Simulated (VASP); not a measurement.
# Mo (Im-3m) in VASP: a series of runs

The runs below take Mo through single point, with LDA, PBEsol, PBE+D4.

All numbers are computed with VASP 6.6.1; they aren't measurements. Logs are shortened: lines on timing, memory, paths and dates and some standing lists are left out, and cuts for length are marked.

## (1) The cell of the first run

Symmetry: Im-3m, No. 229, cubic system. Conventional cell: a = 3.111 Å, b = 3.111 Å, c = 3.111 Å, α = 90.00°, β = 90.00°, γ = 90.00°. Within 3.6 Å of Mo (site symmetry m-3m) lie 14 Mo at 2.69 to 3.11 Å.

## (2) Single point, LDA

INCAR reads:

```
PREC = Accurate
ENCUT = 520
EDIFF = 1E-6
ISMEAR = -1
SIGMA = 0.15
LREAL = False
LASPH = True
NELM = 80
ALGO = Normal
ISIF = 2
LWAVE = False
LCHARG = False
NBANDS = 13
```

KPOINTS reads:

```
Automatic mesh
0
Gamma
  13 13 13
```

POSCAR reads:

```
Mo
1.0
   -1.5556347404      1.5556347404      1.5556347404
    1.5556347404     -1.5556347404      1.5556347404
    1.5556347404      1.5556347404     -1.5556347404
Mo
1
Direct
    0.0000000000      0.0000000000      0.0000000000
```

Potentials or basis: VASP PAW LDA potentials, release 64 (Mo_sv).

Launch:

```
cat potpaw_LDA.64/Mo_sv/POTCAR > POTCAR
mpirun -np 1 vasp_std > vasp.out
```

OUTCAR:

```text
PREC = Accurate
   ENCUT = 520
   EDIFF = 1E-6
   ISMEAR = -1
   LREAL = False
   LASPH = True
   NELM = 80
   ISIF = 2

 ion  position               nearest neighbor table
   1  0.000  0.000  0.000-

  LATTYP: Found a body centered cubic cell.
 ALAT       =     3.1112694808

  Lattice vectors:

 A1 = (  -1.5556347404,   1.5556347404,   1.5556347404)
 A2 = (   1.5556347404,  -1.5556347404,   1.5556347404)
 A3 = (   1.5556347404,   1.5556347404,  -1.5556347404)

Analysis of symmetry for initial positions (statically):
=====================================================================
 Subroutine PRICEL returns:
 Original cell was already a primitive cell.

 Routine SETGRP: Setting up the symmetry group for a
 body centered cubic supercell.

 Subroutine GETGRP returns: Found 48 space group operations
 (whereof 48 operations were pure point group operations)
 out of a pool of 48 trial point group operations.

The static configuration has the point symmetry O_h .

Analysis of symmetry for dynamics (positions and initial velocities):
=====================================================================
 Subroutine PRICEL returns:
 Original cell was already a primitive cell.

 Routine SETGRP: Setting up the symmetry group for a
 body centered cubic supercell.

 Subroutine GETGRP returns: Found 48 space group operations
 (whereof 48 operations were pure point group operations)
 out of a pool of 48 trial point group operations.

The dynamic configuration has the point symmetry O_h .

 Subroutine INISYM returns: Found 48 space group operations
 (whereof 48 operations are pure point group operations),
 and found     1 'primitive' translations

----------------------------------------------------------------------------------------

                                     Primitive cell

  volume of cell :      15.0585

  direct lattice vectors                    reciprocal lattice vectors
    -1.555634740  1.555634740  1.555634740     0.000000000  0.321412210  0.321412210
     1.555634740 -1.555634740  1.555634740     0.321412210  0.000000000  0.321412210
     1.555634740  1.555634740 -1.555634740     0.321412210  0.321412210  0.000000000

  length of vectors
     2.694438408  2.694438408  2.694438408     0.454545507  0.454545507  0.454545507

  position of ions in fractional coordinates (direct lattice)
     0.000000000  0.000000000  0.000000000

  ion indices of the primitive-cell ions
   primitive index   ion index
                 1           1

----------------------------------------------------------------------------------------

 KPOINTS: Automatic mesh

Automatic generation of k-mesh.
 Grid dimensions read from file:
 generate k-points for:   13   13   13

 Generating k-lattice:

  Cartesian coordinates                     Fractional coordinates (reciprocal lattice)
     0.000000000  0.024724016  0.024724016     0.076923077  0.000000000  0.000000000
     0.024724016  0.000000000  0.024724016     0.000000000  0.076923077  0.000000000
     0.024724016  0.024724016  0.000000000     0.000000000  0.000000000  0.076923077

  Length of vectors
     0.034965039  0.034965039  0.034965039

  Shift w.r.t. Gamma in fractional coordinates (k-lattice)
     0.000000000  0.000000000  0.000000000

 Subroutine IBZKPT returns following result:
 ===========================================

 Found     84 irreducible k-points:

 Following reciprocal coordinates:
            Coordinates               Weight
  0.000000  0.000000  0.000000      1.000000
  0.076923  0.000000  0.000000     12.000000
  0.153846  0.000000  0.000000     12.000000
  0.230769  0.000000  0.000000     12.000000
  0.307692  0.000000  0.000000     12.000000
  0.384615  0.000000  0.000000     12.000000
[... 16 lines left out ...]
  0.153846  0.076923  0.076923     24.000000
  0.230769  0.076923  0.076923     24.000000
 [... further k-points ...]
   k-points           NKPTS =     84   k-points in BZ     NKDIM =     84   number of bands    NBANDS=     13
   number of dos      NEDOS =    301   number of ions     NIONS =      1
   total plane-waves  NPLWV =   8000
   dimension x,y,z NGX =    20 NGY =   20 NGZ =   20
   dimension x,y,z NGXF=    40 NGYF=   40 NGZF=   40
   ions per type =               1
   NGX,Y,Z   is equivalent  to a cutoff of  12.34, 12.34, 12.34 a.u.
   NGXF,Y,Z  is equivalent  to a cutoff of  24.68, 24.68, 24.68 a.u.
 SYSTEM =  unknown system
   PREC   = accura    normal or accurate (medium, high low for compatibility)
   ISTART =      0    job   : 0-new  1-cont  2-samecut
   ICHARG =      2    charge: 1-file 2-atom 10-const
   ISPIN  =      1    spin polarized calculation?
   LNONCOLLINEAR =      F non collinear calculations
   LSORBIT =      F    spin-orbit coupling
   LASPH  =      T    aspherical Exc in radial PAW
   ENCUT  =  520.0 eV  38.22 Ry    6.18 a.u.   5.01  5.01  5.01*2*pi/ulx,y,z
   NELM   =     80;   NELMIN=  2; NELMDL= -5     # of ELM steps
   EDIFF  = 0.1E-05   stopping-criterion for ELM
   LREAL  =      F    real-space projection
   EDIFFG = 0.1E-04   stopping-criterion for IOM
   NSW    =      0    number of steps for IOM
   IBRION =     -1    ionic relax: 0-MD 1-quasi-New 2-CG
   NFREE  =      0    steps in history (QN), initial steepest desc. (CG)
   ISIF   =      2    stress and relaxation
   ISYM   =      2    0-nonsym 1-usesym 2-fastsym
   POTIM  = 0.5000    time-step for ionic-motion
   TEBEG  =    0.0;   TEEND  =   0.0 temperature during run
   PSTRESS=    0.0 pullay stress
   NELECT =      14.0000    total number of electrons
   NUPDOWN=      -1.0000    fix difference up-down
   EMIN   =  10.00;   EMAX   =-10.00  energy-range for DOS
   EFERMI =   0.00;   METHOD = LEGACY
   ISMEAR =    -1;   SIGMA  =   0.15  broadening in eV -4-tet -1-fermi 0-gaus
   EFERMI_NEDOS =   21; number of points for ismear=-14 and -15
   IALGO  =     38    algorithm
   IMIX   =      4    mixing-type and parameters
     AMIX     =   0.40;   BMIX     =  1.00
     AMIX_MAG =   1.60;   BMIX_MAG =  1.00
  volume/ion in A,a.u.               =      15.06       101.62
  Fermi-wavevector in a.u.,A,eV,Ry     =   1.597803  3.019410 34.735323  2.552974
  Thomas-Fermi vector in A             =   2.695352
   LORBIT       =      0    0 simple, 1 ext, 2 COOP (PROOUT), +10 PAW based schemes
   GGA     = CA    functional components
   LHFCALC =     F    Hartree Fock is set to
   AEXX    =    0.0000 exact exchange contribution
   IVDW    =     0    specifies the selected vdW correction
   LEPSILON=     F    determine dielectric tensor
   LRPA    =     F    only Hartree local field effects (RPA)
 non-spin polarized calculation
  energy-cutoff  :      520.00
  volume of cell :       15.06
 maximum number of plane-waves:       420
   NGX =  9   NGY =  9   NGZ =  9

 number of electron      13.9999996 magnetization

 Free energy of the ion-electron system (eV)
  ---------------------------------------------------
  ext. energy  EPLUGINS =         0.00000000
  ---------------------------------------------------
  free energy    TOTEN  =       -12.15934169 eV

  energy without entropy =      -12.11346666  energy(sigma->0) =      -12.13640417

 E-fermi :  13.1290     XC(G=0): -13.8126

 val. band max:       13.1183590161   @ k =  -0.4615   0.4615   0.0769
 cond. band min:      13.1692792375   @ k =  -0.3077   0.3077   0.1538
 fundamental gap:      0.0509202214
 Fermi energy:        13.1289611196

 k-point     1 :       0.0000    0.0000    0.0000
  band No.  band energies     occupation
      1     -47.8593      2.00000
      2     -21.2072      2.00000
      3     -21.2072      2.00000
      4     -21.2072      2.00000
      5       5.7351      2.00000
      6      11.6334      1.99991
      7      11.6334      1.99991
      8      11.6334      1.99991
      9      14.7781      0.00003
     10      14.7781      0.00003
     11      27.9570      0.00000
     12      27.9570      0.00000
     13      27.9570      0.00000

 k-point     2 :       0.0769    0.0000    0.0000
  band No.  band energies     occupation
      1     -47.8417      2.00000
      2     -21.3057      2.00000
      3     -21.2373      2.00000
      4     -21.2080      2.00000
      5       6.0074      2.00000
      6      11.4781      1.99997
      7      11.6056      1.99992
      8      11.8926      1.99947
      9      14.5545      0.00015
     10      14.7821      0.00003
     11      28.1630      0.00000
     12      28.4181      0.00000
     13      28.5138      0.00000

 k-point     3 :       0.1538    0.0000    0.0000
  band No.  band energies     occupation
      1     -47.7926      2.00000
      2     -21.5738      2.00000
      3     -21.3201      2.00000
      4     -21.2103      2.00000
      5       6.7356      2.00000
      6      11.0754      2.00000
      7      11.4762      1.99997
      8      12.6497      1.92129
      9      14.2049      0.00153
     10      14.8134      0.00003
     11      28.5306      0.00000
     12      29.6557      0.00000
     13      29.7296      0.00000

 k-point     4 :       0.2308    0.0000    0.0000
  band No.  band energies     occupation
      1     -47.7227      2.00000
      2     -21.9401      2.00000
      3     -21.4349      2.00000
      4     -21.2138      2.00000
      5       7.5758      2.00000
      6      10.5639      2.00000
      7      11.4013      1.99998
      8      13.8394      0.01739
      9      14.1815      0.00179
     10      14.9103      0.00001
     11      28.2804      0.00000
     12      29.9272      0.00000
     13      31.7229      0.00000

 k-point     5 :       0.3077    0.0000    0.0000
  band No.  band energies     occupation
      1     -47.6475      2.00000
      2     -22.3155      2.00000
      3     -21.5544      2.00000
      4     -21.2175      2.00000
      5       7.9116      2.00000
      6      10.0770      2.00000
      7      12.0390      1.99860
      8      14.4720      0.00026
      9      15.0884      0.00000
     10      15.3326      0.00000
     11      27.1566      0.00000
     12      28.6059      0.00000
     13      34.1933      0.00000

 k-point     6 :       0.3846    0.0000    0.0000
  band No.  band energies     occupation
      1     -47.5844      2.00000
      2     -22.6175      2.00000
      3     -21.6517      2.00000
      4     -21.2206      2.00000
      5       7.7383      2.00000
      6       9.7078      2.00000
      7      13.3671      0.33943
      8      14.8338      0.00002
      9      15.3076      0.00000
     10      16.8762      0.00000
     11      25.9453      0.00000
     12      26.7911      0.00000
     13      32.8116      0.00000

 k-point     7 :       0.4615    0.0000    0.0000
  band No.  band energies     occupation
      1     -47.5484      2.00000
      2     -22.7846      2.00000
      3     -21.7060      2.00000
      4     -21.2224      2.00000
      5       7.5438      2.00000
      6       9.5110      2.00000
      7      14.5525      0.00015
      8      14.9919      0.00001
      9      15.4680      0.00000
     10      17.9708      0.00000
     11      25.2152      0.00000
     12      25.4932      0.00000
     13      31.0560      0.00000
[... 193 lines left out ...]
 k-point    20 :       0.3846    0.2308   -0.0000
  band No.  band energies     occupation
      1     -47.5137      2.00000
      2     -22.5565      2.00000
      3     -22.0333      2.00000
      4     -21.3902      2.00000
      5       8.7787      2.00000
      6       9.9787      2.00000
      7      11.7381      1.99981
      8      14.7832      0.00003
      9      15.8378      0.00000
     10      21.6610      0.00000
     11      23.9605      0.00000
     12      26.0171      0.00000
     13      30.0133      0.00000

 k-point    21 :       0.3077    0.3077    0.0000
  band No.  band energies     occupation
      1     -47.5072      2.00000
      2     -22.4331      2.00000
      3     -22.1887      2.00000
      4     -21.4077      2.00000
      5       9.0412      2.00000
      6      10.3315      2.00000
      7      11.0697      2.00000
      8      15.0396      0.00001
      9      15.5589      0.00000
     10      22.7237      0.00000
     11      23.7858      0.00000
     12      25.1674      0.00000
     13      30.7625      0.00000

 k-point    22 :       0.0769    0.0769    0.0769
  band No.  band energies     occupation
      1     -47.7637      2.00000
      2     -21.7536      2.00000
      3     -21.2778      2.00000
      4     -21.2778      2.00000
      5       7.1872      2.00000
      6      10.9231      2.00000
      7      10.9231      2.00000
      8      13.5099      0.14628
      9      14.5312      0.00017
     10      14.5312      0.00017
     11      29.0316      0.00000
     12      29.8000      0.00000
     13      29.8000      0.00000

 k-point    23 :       0.1538    0.0769    0.0769
  band No.  band energies     occupation
      1     -47.7002      2.00000
      2     -22.0587      2.00000
      3     -21.4016      2.00000
      4     -21.2883      2.00000
      5       8.0627      2.00000
      6      10.4135      2.00000
      7      10.6665      2.00000
      8      14.4175      0.00037
      9      14.8433      0.00002
     10      14.9466      0.00001
     11      28.9566      0.00000
     12      29.7240      0.00000
     13      30.5487      0.00000

 k-point    24 :       0.2308    0.0769    0.0769
  band No.  band energies     occupation
      1     -47.6321      2.00000
      2     -22.3501      2.00000
      3     -21.5564      2.00000
      4     -21.2995      2.00000
      5       8.4705      2.00000
      6       9.9786      2.00000
      7      11.1379      2.00000
      8      14.5765      0.00013
      9      15.1196      0.00000
     10      16.6328      0.00000
     11      27.6775      0.00000
     12      28.4199      0.00000
     13      32.4833      0.00000

 [... further k-points ...]
[... 5 lines left out ...]
  --------------------------------------------------------------------------------------
  -------------------------------------------------------------------------------------
  Total        0.1122461      0.1122461      0.1122461      0.0000000      0.0000000     -0.0000000
  in kB       11.9426070     11.9426070     11.9426070      0.0000000      0.0000000     -0.0000000
  external PRESSURE =      11.9426070 kB  Pullay stress =       0.0000000 kB

 VOLUME and BASIS-vectors are now :
 -----------------------------------------------------------------------------
  energy-cutoff  :      520.00
  volume of cell :       15.06
      direct lattice vectors                 reciprocal lattice vectors
    -1.555634740  1.555634740  1.555634740     0.000000000  0.321412210  0.321412210
     1.555634740 -1.555634740  1.555634740     0.321412210  0.000000000  0.321412210
     1.555634740  1.555634740 -1.555634740     0.321412210  0.321412210  0.000000000

 POSITION                                       TOTAL-FORCE (eV/Angst)
 -----------------------------------------------------------------------------------
      0.00000      0.00000      0.00000         0.000000     -0.000000     -0.000000
 -----------------------------------------------------------------------------------
    total drift:                                0.000000     -0.000000      0.000000

  FREE ENERGIE OF THE ION-ELECTRON SYSTEM (eV)
  ---------------------------------------------------
  free  energy   TOTEN  =       -12.1593416853 eV

  energy  without entropy=      -12.1134666555  energy(sigma->0) =      -12.13640417
```

Wall time 6 s (1 thread of Intel Xeon 6975P-C, shared host); peak memory 0.13 GiB.

Results:

```yaml
Free_energy: -12.1593 eV
Pressure: 1.2 GPa
Band_gap_on_the_k_mesh: zero (band 7 reaches 16.90 eV, above the bottom of band 8 at 11.63 eV)
```

(Continued in part 2 of 2.)
